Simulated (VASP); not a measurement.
# Re (Fm-3m) in VASP: further runs

The runs below take Re through single point, relaxation of cell and atoms, with LDA.

Everything below comes from runs of VASP 6.6.1. Logs are shortened: lines on timing, memory, paths and dates and some standing lists are left out, and cuts for length are marked.

**1. The cell of the first run**

Symmetry: Fm-3m, No. 225, cubic system. Conventional cell: a = 3.861 Å, b = 3.861 Å, c = 3.861 Å, α = 90.00°, β = 90.00°, γ = 90.00°. Within 3.6 Å of Re (site symmetry m-3m) lie 12 Re at 2.73 Å.

**2. Single point, LDA**

INCAR

```
ALGO = Normal
EDIFF = 1E-6
ENCUT = 520
GGA = CA
ISIF = 2
ISMEAR = 0
LASPH = T
LCHARG = T
LELF = T
LREAL = F
LVHAR = T
LWAVE = F
NBANDS = 10
NELM = 100
PREC = Accurate
SIGMA = 0.1
```

KPOINTS

```
k-points
0
Gamma
  18 18 18
```

POSCAR

```
Re
1.0
    0.0000000000      1.9302867528      1.9302867528
    1.9302867528      0.0000000000      1.9302867528
    1.9302867528      1.9302867528      0.0000000000
Re
1
Direct
    0.0000000000      0.0000000000      0.0000000000
```

Potentials or basis: VASP PAW LDA potentials, release 64 (Re).

Launch:

```console
> cat potpaw_LDA.64/Re/POTCAR > POTCAR
> mpirun -np 1 vasp_std > vasp.out
```

OUTCAR:

```text
EDIFF = 1E-6
   ENCUT = 520
   GGA = CA
   ISIF = 2
   ISMEAR = 0
   LASPH = T
   LREAL = F
   NELM = 100
   PREC = Accurate

 ion  position               nearest neighbor table
   1  0.000  0.000  0.000-

  LATTYP: Found a face centered cubic cell.
 ALAT       =     3.8605735056

  Lattice vectors:

 A1 = (   0.0000000000,   1.9302867528,   1.9302867528)
 A2 = (   1.9302867528,   0.0000000000,   1.9302867528)
 A3 = (   1.9302867528,   1.9302867528,   0.0000000000)

Analysis of symmetry for initial positions (statically):
=====================================================================
 Subroutine PRICEL returns:
 Original cell was already a primitive cell.

 Routine SETGRP: Setting up the symmetry group for a
 face centered cubic supercell.

 Subroutine GETGRP returns: Found 48 space group operations
 (whereof 48 operations were pure point group operations)
 out of a pool of 48 trial point group operations.

The static configuration has the point symmetry O_h .

Analysis of symmetry for dynamics (positions and initial velocities):
=====================================================================
 Subroutine PRICEL returns:
 Original cell was already a primitive cell.

 Routine SETGRP: Setting up the symmetry group for a
 face centered cubic supercell.

 Subroutine GETGRP returns: Found 48 space group operations
 (whereof 48 operations were pure point group operations)
 out of a pool of 48 trial point group operations.

The dynamic configuration has the point symmetry O_h .

 Subroutine INISYM returns: Found 48 space group operations
 (whereof 48 operations are pure point group operations),
 and found     1 'primitive' translations

----------------------------------------------------------------------------------------

                                     Primitive cell

  volume of cell :      14.3845

  direct lattice vectors                    reciprocal lattice vectors
     0.000000000  1.930286753  1.930286753    -0.259028872  0.259028872  0.259028872
     1.930286753  0.000000000  1.930286753     0.259028872 -0.259028872  0.259028872
     1.930286753  1.930286753  0.000000000     0.259028872  0.259028872 -0.259028872

  length of vectors
     2.729837705  2.729837705  2.729837705     0.448651167  0.448651167  0.448651167

  position of ions in fractional coordinates (direct lattice)
     0.000000000  0.000000000  0.000000000

  ion indices of the primitive-cell ions
   primitive index   ion index
                 1           1

----------------------------------------------------------------------------------------

 KPOINTS: k-points

Automatic generation of k-mesh.
 Grid dimensions read from file:
 generate k-points for:   18   18   18

 Generating k-lattice:

  Cartesian coordinates                     Fractional coordinates (reciprocal lattice)
    -0.014390493  0.014390493  0.014390493     0.055555556  0.000000000  0.000000000
     0.014390493 -0.014390493  0.014390493     0.000000000  0.055555556  0.000000000
     0.014390493  0.014390493 -0.014390493     0.000000000  0.000000000  0.055555556

  Length of vectors
     0.024925065  0.024925065  0.024925065

  Shift w.r.t. Gamma in fractional coordinates (k-lattice)
     0.000000000  0.000000000  0.000000000

 Subroutine IBZKPT returns following result:
 ===========================================

 Found    195 irreducible k-points:

 Following reciprocal coordinates:
            Coordinates               Weight
  0.000000  0.000000  0.000000      1.000000
  0.055556  0.000000  0.000000      8.000000
  0.111111  0.000000  0.000000      8.000000
  0.166667  0.000000  0.000000      8.000000
  0.222222  0.000000  0.000000      8.000000
  0.277778  0.000000  0.000000      8.000000
[... 16 lines left out ...]
 -0.277778  0.055556  0.000000     24.000000
 -0.222222  0.055556  0.000000     24.000000
 [... further k-points ...]
   k-points           NKPTS =    195   k-points in BZ     NKDIM =    195   number of bands    NBANDS=     10
   number of dos      NEDOS =    301   number of ions     NIONS =      1
   total plane-waves  NPLWV =   8000
   dimension x,y,z NGX =    20 NGY =   20 NGZ =   20
   dimension x,y,z NGXF=    40 NGYF=   40 NGZF=   40
   ions per type =               1
   NGX,Y,Z   is equivalent  to a cutoff of  12.18, 12.18, 12.18 a.u.
   NGXF,Y,Z  is equivalent  to a cutoff of  24.36, 24.36, 24.36 a.u.
 SYSTEM =  unknown system
   PREC   = accura    normal or accurate (medium, high low for compatibility)
   ISTART =      0    job   : 0-new  1-cont  2-samecut
   ICHARG =      2    charge: 1-file 2-atom 10-const
   ISPIN  =      1    spin polarized calculation?
   LNONCOLLINEAR =      F non collinear calculations
   LSORBIT =      F    spin-orbit coupling
   LASPH  =      T    aspherical Exc in radial PAW
   ENCUT  =  520.0 eV  38.22 Ry    6.18 a.u.   5.08  5.08  5.08*2*pi/ulx,y,z
   NELM   =    100;   NELMIN=  2; NELMDL= -5     # of ELM steps
   EDIFF  = 0.1E-05   stopping-criterion for ELM
   LREAL  =      F    real-space projection
   EDIFFG = 0.1E-04   stopping-criterion for IOM
   NSW    =      0    number of steps for IOM
   IBRION =     -1    ionic relax: 0-MD 1-quasi-New 2-CG
   NFREE  =      0    steps in history (QN), initial steepest desc. (CG)
   ISIF   =      2    stress and relaxation
   ISYM   =      2    0-nonsym 1-usesym 2-fastsym
   POTIM  = 0.5000    time-step for ionic-motion
   TEBEG  =    0.0;   TEEND  =   0.0 temperature during run
   PSTRESS=    0.0 pullay stress
   NELECT =       7.0000    total number of electrons
   NUPDOWN=      -1.0000    fix difference up-down
   EMIN   =  10.00;   EMAX   =-10.00  energy-range for DOS
   EFERMI =   0.00;   METHOD = LEGACY
   ISMEAR =     0;   SIGMA  =   0.10  broadening in eV -4-tet -1-fermi 0-gaus
   EFERMI_NEDOS =   21; number of points for ismear=-14 and -15
   IALGO  =     38    algorithm
   IMIX   =      4    mixing-type and parameters
     AMIX     =   0.40;   BMIX     =  1.00
     AMIX_MAG =   1.60;   BMIX_MAG =  1.00
  volume/ion in A,a.u.               =      14.38        97.07
  Fermi-wavevector in a.u.,A,eV,Ry     =   1.287683  2.433368 22.560200  1.658128
  Thomas-Fermi vector in A             =   2.419683
   LORBIT       =      0    0 simple, 1 ext, 2 COOP (PROOUT), +10 PAW based schemes
   GGA     = CA    functional components
   LHFCALC =     F    Hartree Fock is set to
   AEXX    =    0.0000 exact exchange contribution
   IVDW    =     0    specifies the selected vdW correction
   LEPSILON=     F    determine dielectric tensor
   LRPA    =     F    only Hartree local field effects (RPA)
 non-spin polarized calculation
 Gauss-broadening in eV      SIGMA  =   0.10
  energy-cutoff  :      520.00
  volume of cell :       14.38
 maximum number of plane-waves:       397
   NGX = 11   NGY = 11   NGZ = 11

 number of electron       7.0000001 magnetization

 Free energy of the ion-electron system (eV)
  ---------------------------------------------------
  ext. energy  EPLUGINS =         0.00000000
  ---------------------------------------------------
  free energy    TOTEN  =       -13.69351630 eV

  energy without entropy =      -13.68928599  energy(sigma->0) =      -13.69140115

 E-fermi :   8.4076     XC(G=0): -13.9653

 val. band max:        8.3800327149   @ k =   0.4444   0.0000   0.0000
 cond. band min:       8.4089889301   @ k =  -0.3333   0.2778   0.0000
 fundamental gap:      0.0289562152
 Fermi energy:         8.4076486221

 k-point     1 :       0.0000    0.0000    0.0000
  band No.  band energies     occupation
      1      -1.8101      2.00000
      2       6.4069      2.00000
      3       6.4069      2.00000
      4       6.4069      2.00000
      5       9.6924      0.00000
      6       9.6924      0.00000
      7      22.3964      0.00000
      8      28.1384      0.00000
      9      28.1384      0.00000
     10      28.1384      0.00000

 k-point     2 :       0.0556    0.0000    0.0000
  band No.  band energies     occupation
      1      -1.6617      2.00000
      2       6.3052      2.00000
      3       6.4773      2.00000
      4       6.4773      2.00000
      5       9.6340      0.00000
      6       9.6340      0.00000
      7      22.6875      0.00000
      8      27.3886      0.00000
      9      28.4116      0.00000
     10      28.4116      0.00000

 k-point     3 :       0.1111    0.0000    0.0000
  band No.  band energies     occupation
      1      -1.2336      2.00000
      2       6.0454      2.00000
      3       6.6610      2.00000
      4       6.6610      2.00000
      5       9.5036      0.00000
      6       9.5036      0.00000
      7      23.4750      0.00000
      8      26.0301      0.00000
      9      29.2056      0.00000
     10      29.2056      0.00000

 k-point     4 :       0.1667    0.0000    0.0000
  band No.  band energies     occupation
      1      -0.5833      2.00000
      2       5.7457      2.00000
      3       6.8621      2.00000
      4       6.8621      2.00000
      5       9.4375      0.00000
      6       9.4375      0.00000
      7      24.0288      0.00000
      8      25.2668      0.00000
      9      30.4525      0.00000
     10      30.4525      0.00000
[... 222 lines left out ...]
 k-point    22 :      -0.3333    0.0556    0.0000
  band No.  band energies     occupation
      1       1.4362      2.00000
      2       6.4188      2.00000
      3       6.5227      2.00000
      4       6.5930      2.00000
      5      10.6537      0.00000
      6      11.7596      0.00000
      7      20.7871      0.00000
      8      24.4613      0.00000
      9      30.3619      0.00000
     10      32.3946      0.00000

 k-point    23 :      -0.2778    0.0556    0.0000
  band No.  band energies     occupation
      1       1.1367      2.00000
      2       5.7544      2.00000
      3       6.6731      2.00000
      4       6.8286      2.00000
      5       9.8545      0.00000
      6      11.0066      0.00000
      7      21.8115      0.00000
      8      26.0408      0.00000
      9      31.5780      0.00000
     10      32.5610      0.00000

 k-point    24 :      -0.2222    0.0556    0.0000
  band No.  band energies     occupation
      1       0.5404      2.00000
      2       5.4556      2.00000
      3       6.8818      2.00000
      4       7.0159      2.00000
      5       9.2417      0.00000
      6      10.3381      0.00000
      7      22.8822      0.00000
      8      26.5120      0.00000
      9      31.2673      0.00000
     10      32.6442      0.00000

 [... further k-points ...]
[... 5 lines left out ...]
  --------------------------------------------------------------------------------------
  -------------------------------------------------------------------------------------
  Total        0.1296530      0.1296530      0.1296530      0.0000000      0.0000000      0.0000000
  in kB       14.4410081     14.4410081     14.4410081      0.0000000      0.0000000      0.0000000
  external PRESSURE =      14.4410081 kB  Pullay stress =       0.0000000 kB

 VOLUME and BASIS-vectors are now :
 -----------------------------------------------------------------------------
  energy-cutoff  :      520.00
  volume of cell :       14.38
      direct lattice vectors                 reciprocal lattice vectors
     0.000000000  1.930286753  1.930286753    -0.259028872  0.259028872  0.259028872
     1.930286753  0.000000000  1.930286753     0.259028872 -0.259028872  0.259028872
     1.930286753  1.930286753  0.000000000     0.259028872  0.259028872 -0.259028872

 POSITION                                       TOTAL-FORCE (eV/Angst)
 -----------------------------------------------------------------------------------
      0.00000      0.00000      0.00000         0.000000      0.000000      0.000000
 -----------------------------------------------------------------------------------
    total drift:                                0.000000      0.000000      0.000000

  FREE ENERGIE OF THE ION-ELECTRON SYSTEM (eV)
  ---------------------------------------------------
  free  energy   TOTEN  =       -13.6935162973 eV

  energy  without entropy=      -13.6892859938  energy(sigma->0) =      -13.69140115
```

Run time: 14 s. Hardware: 1 thread of Intel Xeon Platinum 8375C at 2.90GHz (Ice Lake), shared host; peak memory 0.14 GiB.

Results:

```
Free energy : -13.6935 eV
Pressure    : 1.4 GPa
```

Caveat: spin-orbit coupling is left out, which moves the levels of the heavy elements.

**3. Relaxation of cell and atoms, LDA**

This run uses another cell than the first one, of 15.01 Å³/atom, 1.043 times its volume.

INCAR

```
ALGO     = Normal         # electronic algorithm
EDIFF    = 1E-6           # SCF threshold, eV
EDIFFG   = -0.005         # ionic threshold
ENCUT    = 600            # plane-wave cutoff, eV
GGA      = CA             # functional
IBRION   = 2              # ionic algorithm
ISIF     = 3              # what is computed and relaxed
ISMEAR   = 0              # smearing method
LASPH    = True           # aspherical terms in the spheres
LCHARG   = False          # write CHGCAR
LREAL    = False          # projectors in reciprocal space
LWAVE    = False          # write WAVECAR
NELM     = 80             # most SCF steps
NSW      = 70             # ionic steps
PREC     = Accurate       # precision mode
SIGMA    = 0.1            # smearing width, eV
```

KPOINTS is that of step 2.

POSCAR

```
Re
1.0
    0.0000000000      1.9577236231      1.9577236231
    1.9577236231      0.0000000000      1.9577236231
    1.9577236231      1.9577236231      0.0000000000
Re
1
Direct
    0.0000000000      0.0000000000      0.0000000000
```

Potentials or basis: VASP PAW LDA potentials, release 64 (Re).

Launch:

```console
> cat potpaw_LDA.64/Re/POTCAR > POTCAR
> mpirun -np 1 vasp_std > vasp.out
```

OUTCAR:

```text
EDIFF = 1E-6
   EDIFFG = -0.005
   ENCUT = 600
   GGA = CA
   IBRION = 2
   ISIF = 3
   ISMEAR = 0
   LASPH = True
   LREAL = False
   NELM = 80
   NSW = 70
   PREC = Accurate

 ion  position               nearest neighbor table
   1  0.000  0.000  0.000-

  LATTYP: Found a face centered cubic cell.
 ALAT       =     3.9154472462

  Lattice vectors:

 A1 = (   0.0000000000,   1.9577236231,   1.9577236231)
 A2 = (   1.9577236231,   0.0000000000,   1.9577236231)
 A3 = (   1.9577236231,   1.9577236231,   0.0000000000)

Analysis of symmetry for initial positions (statically):
=====================================================================
 Subroutine PRICEL returns:
 Original cell was already a primitive cell.

 Routine SETGRP: Setting up the symmetry group for a
[... 208 lines left out ...]
 cond. band min:      10.7136774348   @ k =   0.3333   0.2222   0.0556
 fundamental gap:      0.0282140431
 Fermi energy:        10.6981081049

 k-point     1 :       0.0000    0.0000    0.0000
  band No.  band energies     occupation
      1      -0.6764      2.00000
      2       8.1131      2.00000
      3       8.1131      2.00000
      4       8.1131      2.00000
      5      12.2950      0.00000
      6      12.2950      0.00000
      7      24.6758      0.00000
[... 334 lines left out ...]
--------------------------------------- Ionic step        5  -------------------------------------------

 number of electron       7.0000000 magnetization

 Free energy of the ion-electron system (eV)
  ---------------------------------------------------
  ext. energy  EPLUGINS =         0.00000000
  ---------------------------------------------------
  free energy    TOTEN  =       -13.69462228 eV

  energy without entropy =      -13.69035234  energy(sigma->0) =      -13.69248731

 E-fermi :   8.3591     XC(G=0): -13.9455

 val. band max:        8.3568326331   @ k =   0.5000   0.3889   0.0556
 cond. band min:       8.3626258076   @ k =  -0.3333   0.2778   0.0000
 fundamental gap:      0.0057931744
 Fermi energy:         8.3591294071

 k-point     1 :       0.0000    0.0000    0.0000
  band No.  band energies     occupation
      1      -1.8326      2.00000
      2       6.3699      2.00000
      3       6.3699      2.00000
      4       6.3699      2.00000
      5       9.6375      0.00000
      6       9.6375      0.00000
      7      22.3460      0.00000
[... 258 lines left out ...]
  FREE ENERGIE OF THE ION-ELECTRON SYSTEM (eV)
  ---------------------------------------------------
  free  energy   TOTEN  =       -13.6946222795 eV

  energy  without entropy=      -13.6903523448  energy(sigma->0) =      -13.69248731

 reached required accuracy - stopping structural energy minimisation
```

OSZICAR:

```text
N       E                     dE             d eps       ncg     rms          rms(c)
DAV:   1     0.201353719207E+02    0.20135E+02   -0.36500E+03  3220   0.102E+03
DAV:   2    -0.137844976882E+02   -0.33920E+02   -0.30603E+02  4277   0.158E+02
[... 34 lines left out ...]
   4 F= -.13694617E+02 E0= -.13692478E+02  d E =-.264673E-01
       N       E                     dE             d eps       ncg     rms          rms(c)
DAV:   1    -0.136946304624E+02   -0.14218E-04   -0.44372E-04  4270   0.609E-01    0.910E-02
DAV:   2    -0.136946237968E+02    0.66656E-05   -0.86757E-06  4165   0.649E-02    0.332E-02
DAV:   3    -0.136946222224E+02    0.15744E-05   -0.27265E-06  1435   0.455E-02    0.841E-03
DAV:   4    -0.136946222795E+02   -0.57032E-07   -0.64287E-07  1379   0.152E-02
   5 F= -.13694622E+02 E0= -.13692487E+02  d E =-.264729E-01
```

Run time: 30 s. Hardware: 1 thread of Intel Xeon Platinum 8375C at 2.90GHz (Ice Lake), shared host; peak memory 0.17 GiB.

What came out:

```
Free energy                            : -13.6946 eV
Relaxed volume                         : 14.44 Å³/atom
Relaxed cell                           : a = 2.733 Å, b = 2.733 Å, c = 2.733 Å, α = 60.00°, β = 60.00°, γ = 60.00°
Space group after relaxing (to 0.05 Å) : Fm-3m (No. 225)
Energy gained by relaxing              : 26.5 meV/atom
Ionic steps                            : 5
Pressure after relaxing                : 0.1 GPa
```

The path:
```tsv
step	energy change (eV)	largest force (eV/Å)	pressure (GPa)	volume (Å³)
1	0.0000	0.0000	-14.48	15.01
2	0.5435	0.0000	96.63	12.25
3	-0.0263	0.0000	-1.20	14.48
4	-0.0265	0.0000	-0.24	14.45
5	-0.0265	0.0000	0.05	14.44
```

Final structure:
```cif
data_structure
_symmetry_space_group_name_H-M 'P 1'
_symmetry_Int_Tables_number 1
_cell_length_a 2.7332
_cell_length_b 2.7332
_cell_length_c 2.7332
_cell_angle_alpha 60.000
_cell_angle_beta 60.000
_cell_angle_gamma 60.000
_cell_volume 14.44
loop_
_atom_site_label
_atom_site_type_symbol
_atom_site_fract_x
_atom_site_fract_y
_atom_site_fract_z
_atom_site_occupancy
Re1 Re 0.00000 0.00000 0.00000 1
```

Caveat: spin-orbit coupling is left out, which moves the levels of the heavy elements. Zero-point motion and thermal expansion aren't in these numbers.
